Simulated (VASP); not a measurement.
A run of VASP 6.6.1:

File POSCAR:

```
C
1.0
    1.9500000000      0.0000000000      0.0000000000
    0.0000000000      1.9500000000      0.0000000000
    0.0000000000      0.0000000000      1.9500000000
C
1
Direct
    0.0000000000      0.0000000000      0.0000000000
```

Contents of INCAR.step1:

```
SYSTEM = C
PREC = Accurate
ENCUT = 600
ISMEAR = -1
SIGMA = 0.05
LREAL = .False.
LASPH = .True.
NELM = 100
GGA = PE
ALGO = Normal
EDIFF = 1E-4
LWAVE = .True.
LCHARG = .False.
```

File INCAR.step2:

```
SYSTEM = C
PREC = Accurate
ENCUT = 600
EDIFF = 1E-7
ISMEAR = -1
SIGMA = 0.05
LREAL = .False.
LASPH = .True.
NELM = 100
ALGO = Normal
ISIF = 3
LWAVE = .False.
LCHARG = .False.
METAGGA = R2SCAN
LMIXTAU = .True.
IBRION = 2
NSW = 80
EDIFFG = -0.01
PSTRESS = 200.0
ISTART = 1
```

KPOINTS

```
Automatic mesh
0
Gamma
  9 9 9
  0 0 0
```

Potentials or basis: VASP PAW PBE potentials, release 64 (C).

The run is started by

```console
$ cat potpaw_PBE.64/C/POTCAR > POTCAR
$ cp INCAR.step1 INCAR
$ mpirun -np 1 vasp_std > vasp.out
$ cp INCAR.step2 INCAR
$ mpirun -np 1 vasp_std > vasp.out
```

Hardware: 1 thread of Intel Xeon 6975P-C (shared host).

Problem. Estimate the wall time of this run.

Solution. It took 19 s on 1 thread of Intel Xeon 6975P-C, on a shared host, peak memory 0.11 GiB. Counts: k points 35, ion steps 6.
